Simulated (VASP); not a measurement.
# ZrC in VASP: further runs

ZrC is run at these levels: r2SCAN-based global hybrid with 50 % exact exchange, PBEsol+U; tasks: single point.

Program: VASP 6.6.1. These are calculated values, not measurements. Logs are shortened: lines on timing, memory, paths and dates and some standing lists are left out, and cuts for length are marked.

**1. The cell of the first run**

It takes space group P6_3/mmc (No. 194, hexagonal). Conventional cell: a = 3.391 Å, b = 3.391 Å, c = 5.290 Å, α = 90.00°, β = 90.00°, γ = 120.00°. Zr (site symmetry -6m2) has 6 C at 2.36 Å within 3.1 Å. C (site symmetry -3m) has 6 Zr at 2.36 Å and 2 C at 2.65 Å within 3.1 Å.

**2. Single point, r2SCAN-based global hybrid with 50 % exact exchange**

The input, POSCAR:

```
ZrC
1.0
    3.3914762718      0.0000000000      0.0000000000
   -1.6957381359      2.9371046077      0.0000000000
    0.0000000000      0.0000000000      5.2900530000
Zr C
2 2
Direct
    0.6666666667      0.3333333333      0.7500000000
    0.3333333333      0.6666666667      0.2500000000
    0.0000000000      0.0000000000      0.5000000000
    0.0000000000      0.0000000000      0.0000000000
```

The input, INCAR.step1:

```
PREC = Accurate
ENCUT = 520
EDIFF = 1E-5
ISMEAR = -1
SIGMA = 0.05
LREAL = False
LASPH = True
NELM = 60
ALGO = Normal
ISIF = 2
LWAVE = True
LCHARG = False
NBANDS = 24
GGA = PE
```

The input, INCAR.step2:

```
PREC = Accurate
ENCUT = 520
EDIFF = 1E-6
ISMEAR = -1
SIGMA = 0.05
LREAL = False
LASPH = True
NELM = 60
ALGO = Normal
ISIF = 2
LWAVE = False
LCHARG = False
METAGGA = R2SCAN
LHFCALC = True
AEXX = 0.5
LMIXTAU = True
PRECFOCK = Normal
NBANDS = 24
ISTART = 1
```

The input, KPOINTS:

```
Automatic mesh
0
Gamma
  5 5 3
```

Potentials or basis: VASP PAW PBE potentials, release 64 (Zr_sv, C).

On the command line:

```sh
> cat potpaw_PBE.64/Zr_sv/POTCAR potpaw_PBE.64/C/POTCAR > POTCAR
> cp INCAR.step1 INCAR
> mpirun -np 1 vasp_std > vasp.out
> cp INCAR.step2 INCAR
> mpirun -np 1 vasp_std > vasp.out
```

OUTCAR:

```text
PREC = Accurate
   ENCUT = 520
   EDIFF = 1E-6
   ISMEAR = -1
   LREAL = False
   LASPH = True
   NELM = 60
   ISIF = 2
   METAGGA = R2SCAN
   LHFCALC = True
   AEXX = 0.5
   PRECFOCK = Normal
   ISTART = 1

 ion  position               nearest neighbor table
   1  0.667  0.333  0.750-   3 2.36   4 2.36   3 2.36   4 2.36   3 2.36   4 2.36   2 3.29   2 3.29
                             2 3.29   2 3.29   2 3.29   2 3.29
   2  0.333  0.667  0.250-   3 2.36   4 2.36   3 2.36   4 2.36   3 2.36   4 2.36   1 3.29   1 3.29
                             1 3.29   1 3.29   1 3.29   1 3.29
   3  0.000  0.000  0.500-   1 2.36   2 2.36   2 2.36   1 2.36   1 2.36   2 2.36
   4  0.000  0.000  0.000-   1 2.36   2 2.36   2 2.36   1 2.36   1 2.36   2 2.36

  LATTYP: Found a hexagonal cell.
 ALAT       =     3.3914762718
 C/A-ratio  =     1.5598083478

  Lattice vectors:

 A1 = (   3.3914762718,   0.0000000000,   0.0000000000)
 A2 = (  -1.6957381359,   2.9371046077,   0.0000000000)
 A3 = (   0.0000000000,   0.0000000000,   5.2900530000)

Analysis of symmetry for initial positions (statically):
=====================================================================
 Subroutine PRICEL returns:
 Original cell was already a primitive cell.

 Routine SETGRP: Setting up the symmetry group for a
 hexagonal supercell.

 Subroutine GETGRP returns: Found 24 space group operations
 (whereof 12 operations were pure point group operations)
 out of a pool of 24 trial point group operations.

The static configuration has the point symmetry D_3d.
 The point group associated with its full space group is D_6h.

Analysis of symmetry for dynamics (positions and initial velocities):
=====================================================================
 Subroutine PRICEL returns:
 Original cell was already a primitive cell.

 Routine SETGRP: Setting up the symmetry group for a
 hexagonal supercell.

 Subroutine GETGRP returns: Found 24 space group operations
 (whereof 12 operations were pure point group operations)
 out of a pool of 24 trial point group operations.

The dynamic configuration has the point symmetry D_3d.
 The point group associated with its full space group is D_6h.

 Subroutine INISYM returns: Found 24 space group operations
 (whereof 12 operations are pure point group operations),
[... 88 lines left out ...]
   NSW    =      0    number of steps for IOM
   IBRION =     -1    ionic relax: 0-MD 1-quasi-New 2-CG
   NFREE  =      0    steps in history (QN), initial steepest desc. (CG)
   ISIF   =      2    stress and relaxation
   ISYM   =      3    0-nonsym 1-usesym 2-fastsym
   POTIM  = 0.5000    time-step for ionic-motion
   TEBEG  =    0.0;   TEEND  =   0.0 temperature during run
   PSTRESS=    0.0 pullay stress
   NELECT =      32.0000    total number of electrons
   NUPDOWN=      -1.0000    fix difference up-down
   EMIN   =  10.00;   EMAX   =-10.00  energy-range for DOS
   EFERMI =   0.00;   METHOD = LEGACY
   ISMEAR =    -1;   SIGMA  =   0.05  broadening in eV -4-tet -1-fermi 0-gaus
   EFERMI_NEDOS =   21; number of points for ismear=-14 and -15
   IALGO  =     38    algorithm
   IMIX   =      1    mixing-type and parameters
     AMIX     =   0.40;   BMIX     =  1.00
     AMIX_MAG =   1.60;   BMIX_MAG =  1.00
  volume/ion in A,a.u.               =      13.17        88.90
  Fermi-wavevector in a.u.,A,eV,Ry     =   1.386337  2.619797 26.149441  1.921930
  Thomas-Fermi vector in A             =   2.510662
   LORBIT       =      0    0 simple, 1 ext, 2 COOP (PROOUT), +10 PAW based schemes
   METAGGA = R2SCAN    functional components
   LHFCALC =     T    Hartree Fock is set to
   PRECFOCK=normal    Normal, Fast or Accurate (Low or Medium for compatibility)
   ENCUT4O =  -1.0   cutoff for four orbital integrals eV
   NKREDX  =     1    reduce k-point grid by
   NKREDY  =     1    reduce k-point grid by
   NKREDZ  =     1    reduce k-point grid by
   AEXX    =    0.5000 exact exchange contribution
   HFSCREEN=    0.0000 screening length (either q_TF or 0.3 A-1)
   HFSCREENC=   0.0000 screening length for correlation (either q_TF or 0.3 A-1)
   ENCUTFOCK=  -1.0 apply spherical cutoff to Coloumb kernel
   IVDW    =     0    specifies the selected vdW correction
   LEPSILON=     F    determine dielectric tensor
   LRPA    =     F    only Hartree local field effects (RPA)
 non-spin polarized calculation
  energy-cutoff  :      520.00
  volume of cell :       52.69
 maximum number of plane-waves:      1430
 NGX is ok and might be reduce to    28
  NGX = 20; NGY = 20; NGZ = 30

 number of electron      32.0000001 magnetization

 Free energy of the ion-electron system (eV)
  ---------------------------------------------------
  ext. energy  EPLUGINS =         0.00000000
  ---------------------------------------------------
  free energy    TOTEN  =       -71.56887355 eV

  energy without entropy =      -71.56428418  energy(sigma->0) =      -71.56657887

 E-fermi :  10.5408     XC(G=0):  -7.1168

 val. band max:        9.1737452167   @ k =   0.4000   0.2000   0.0000
 cond. band min:      10.6606711370   @ k =   0.2000   0.2000   0.3333
 fundamental gap:      1.4869259202
 Fermi energy:        10.5407763733

 k-point     1 :       0.0000    0.0000    0.0000
  band No.  band energies     occupation
      1     -47.3351      2.00000
      2     -47.1938      2.00000
      3     -23.0020      2.00000
      4     -22.0719      2.00000
      5     -22.0719      2.00000
      6     -21.9777      2.00000
[... 259 lines left out ...]
     23      18.8016      0.00000
     24      18.9502      0.00000

------------------------ aborting loop because EDIFF is reached ----------------------------------------

  FORCE on cell =-STRESS in cart. coord.  units (eV):
  Direction    XX          YY          ZZ          XY          YZ          ZX
  --------------------------------------------------------------------------------------
  -------------------------------------------------------------------------------------
  Total       -2.7935912     -2.7935912     -2.2583560      0.0000000      0.0000000      0.0000000
  in kB      -84.9386240    -84.9386240    -68.6648953      0.0000000      0.0000000      0.0000000
  external PRESSURE =     -79.5140478 kB  Pullay stress =       0.0000000 kB

 VOLUME and BASIS-vectors are now :
 -----------------------------------------------------------------------------
  energy-cutoff  :      520.00
  volume of cell :       52.69
      direct lattice vectors                 reciprocal lattice vectors
     3.391476272  0.000000000  0.000000000     0.294856847  0.170235680  0.000000000
    -1.695738136  2.937104608  0.000000000     0.000000000  0.340471360  0.000000000
     0.000000000  0.000000000  5.290053000     0.000000000  0.000000000  0.189034023

 POSITION                                       TOTAL-FORCE (eV/Angst)
 -----------------------------------------------------------------------------------
      1.69574      0.97903      3.96754         0.000000      0.000000      0.000000
     -0.00000      1.95807      1.32251        -0.000000      0.000000     -0.000000
      0.00000      0.00000      2.64503         0.000000      0.000000      0.000000
      0.00000      0.00000      0.00000         0.000000      0.000000      0.000000
 -----------------------------------------------------------------------------------
    total drift:                               -0.000000      0.000000      0.000000

  FREE ENERGIE OF THE ION-ELECTRON SYSTEM (eV)
  ---------------------------------------------------
  free  energy   TOTEN  =       -71.5688735533 eV

  energy  without entropy=      -71.5642841776  energy(sigma->0) =      -71.56657887
```

OUTCAR.step1:

```text
PREC = Accurate
   ENCUT = 520
   EDIFF = 1E-5
   ISMEAR = -1
   LREAL = False
   LASPH = True
[... 486 lines left out ...]
     -0.00000      1.95807      1.32251        -0.000000      0.000000      0.000000
      0.00000      0.00000      2.64503         0.000000     -0.000000      0.000000
      0.00000      0.00000      0.00000         0.000000     -0.000000      0.000000
 -----------------------------------------------------------------------------------
    total drift:                               -0.000000      0.000000     -0.000000

  FREE ENERGIE OF THE ION-ELECTRON SYSTEM (eV)
  ---------------------------------------------------
  free  energy   TOTEN  =       -38.2824585107 eV

  energy  without entropy=      -38.2688960904  energy(sigma->0) =      -38.27567730
```

Wall time 33 min (1 thread of Intel Xeon Platinum 8259CL at 2.50GHz (Skylake/Cascade Lake), shared host); peak memory 0.2 GiB.

What came out:

| Quantity | Value |
| --- | --- |
| Free energy | -71.5689 eV |
| Pressure | -8.0 GPa |
| Band gap on the k mesh | zero (bands 16 and 17 overlap by 1.61 eV) |

Stress tensor (GPa, compression positive):
```
-8.49  0.00  0.00
 0.00 -8.49  0.00
 0.00  0.00 -6.87
```

Levels at points of the mesh, in eV from the Fermi level:
| k point | band 13 | band 14 | band 15 | band 16 | band 17 | band 18 | band 19 | band 20 |
| --- | --- | --- | --- | --- | --- | --- | --- | --- |
| (0.00, 0.00, 0.00) | -5.70 | -3.44 | -3.44 | 1.73 | 2.00 | 2.00 | 2.48 | 2.48 |

Caveat: the k points lie up to 0.43 Å⁻¹ apart, too coarse for converged energies and pressures of a metal; the PAW data sets were made with another functional, which shifts forces and pressure a little.

**3. Single point, PBEsol+U**

The input, INCAR:

```
SYSTEM = ZrC
ALGO = Normal
EDIFF = 1E-7
ENCUT = 520
GGA = PS
ISIF = 2
ISMEAR = 1
LASPH = .TRUE.
LCHARG = .FALSE.
LDAU = .TRUE.
LDAUJ = 0 0
LDAUL = 2 -1
LDAUPRINT = 1
LDAUTYPE = 2
LDAUU = 5.3 0
LMAXMIX = 4
LREAL = .FALSE.
LWAVE = .FALSE.
NBANDS = 24
NELM = 150
PREC = Accurate
SIGMA = 0.1
```

The input, KPOINTS:

```
k-points
0
G
  10 10 6
  0 0 0
```

The input, POSCAR:

```
ZrC
1.0
    3.3914762718      0.0000000000      0.0000000000
   -1.6957381359      2.9371046077      0.0000000000
    0.0000000000      0.0000000000      5.2900530000
Zr C
2 2
Direct
    0.6564960000      0.3361750000      0.7457770000
    0.3534290000      0.6814770000      0.2533850000
   -0.0106820000     -0.0085700000      0.5010310000
    0.0019040000     -0.0091580000     -0.0024290000
```

Potentials or basis: VASP PAW PBE potentials, release 64 (Zr_sv, C).

On the command line:

```sh
> cat potpaw_PBE.64/Zr_sv/POTCAR potpaw_PBE.64/C/POTCAR > POTCAR
> mpirun -np 1 vasp_std > vasp.out
```

It took 4.2 min on 1 thread of Intel Xeon Platinum 8488C (Sapphire Rapids), shared host; peak memory 0.42 GiB.

The run converged. Its results:

* Free energy: -33.3907 eV
* Pressure: 7.9 GPa
* Largest force: 1.481 eV/Å
* Band gap on the k mesh: zero (bands 16 and 17 overlap by 1.05 eV)

Forces on the atoms (eV/Å):
```
Zr   0.612 -0.522  0.687
Zr  -0.756 -1.045 -0.727
C    0.280  0.823 -0.091
C   -0.135  0.744  0.130
```

Stress tensor (GPa, compression positive):
```
 6.58  0.38  0.58
 0.38  6.41  0.16
 0.58  0.16 10.63
```

Levels at points of the mesh, in eV from the Fermi level:
```tsv
k point	band 13	band 14	band 15	band 16	band 17	band 18	band 19	band 20
(0.00, 0.00, 0.00)	-2.96	-1.65	-1.18	0.91	1.38	1.40	1.64	1.81
(0.50, 0.00, 0.00)	-3.32	-3.20	-1.90	-1.21	1.00	3.70	4.09	4.48
(0.00, 0.50, 0.00)	-3.45	-3.34	-1.72	-1.33	1.13	3.85	4.04	4.52
(0.50, 0.50, 0.00)	-3.45	-3.37	-1.82	-1.22	1.14	3.81	4.08	4.56
(0.00, 0.00, 0.50)	-2.79	-2.73	-2.47	-2.40	3.35	3.42	3.54	3.58
(0.50, 0.00, 0.50)	-3.07	-2.88	-2.45	-2.22	0.72	1.02	4.26	4.41
(0.00, 0.50, 0.50)	-3.04	-2.87	-2.58	-2.34	0.84	1.27	4.26	4.40
(0.50, 0.50, 0.50)	-3.05	-2.97	-2.47	-2.35	0.95	1.19	4.27	4.39
```

Eigenvalues of the final occupation matrices:
```csv
site,spin,trace,eigenvalues
site 1 d,1,0.72,0.11 0.13 0.14 0.17 0.18
site 1 d,2,0.72,0.11 0.13 0.14 0.17 0.18
site 2 d,1,0.72,0.11 0.13 0.14 0.16 0.18
site 2 d,2,0.72,0.11 0.13 0.14 0.16 0.18
```

Caveat: the cell stands under pressure; the PAW data sets were made with another functional, which shifts forces and pressure a little; U without spin polarisation on a metal has little footing; the U is typed as a test and isn't derived for this compound.

The gap in the log of VASP goes by the Fermi energy; the results here count the filled bands.